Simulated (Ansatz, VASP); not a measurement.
BP: VASP beside Ansatz

```
CELL_PARAMETERS angstrom
0.00000 2.46492 1.92264
2.46492 0.00000 1.92264
2.46492 2.46492 0.00000
ATOMIC_POSITIONS crystal
B 0.00000 0.00000 0.00000
P 0.75000 0.75000 0.75000
```

Alike in both runs: task single point; functional r2SCAN; k mesh 12 × 12 × 12; occupations gaussian, width 0.05 eV; no spin polarisation.

```csv
,VASP,Ansatz
version,VASP 6.6.1,Ansatz 0.2.0
potentials or method,"VASP PAW PBE potentials, release 64 (B, P), cutoff 520 eV","scalar-relativistic, plane waves, PAW"
valence electrons in the cell,8,8
```

|  | VASP | Ansatz | Ansatz less VASP |
| --- | --- | --- | --- |
| gap on the k mesh at the Fermi level (eV) | none | none | - |
| pressure (GPa) | -2.4 | -1.9 | +0.47 |
| traceless stress, the component that is largest in VASP (GPa) | 29.65 | 29.39 | -0.267 |

VASP's potentials were made for PBE, not for r2SCAN. A gap of «none» marks a metal or a gap that the smearing closes. With one functional, cell and mesh, what is left measures potentials, basis and numerics.
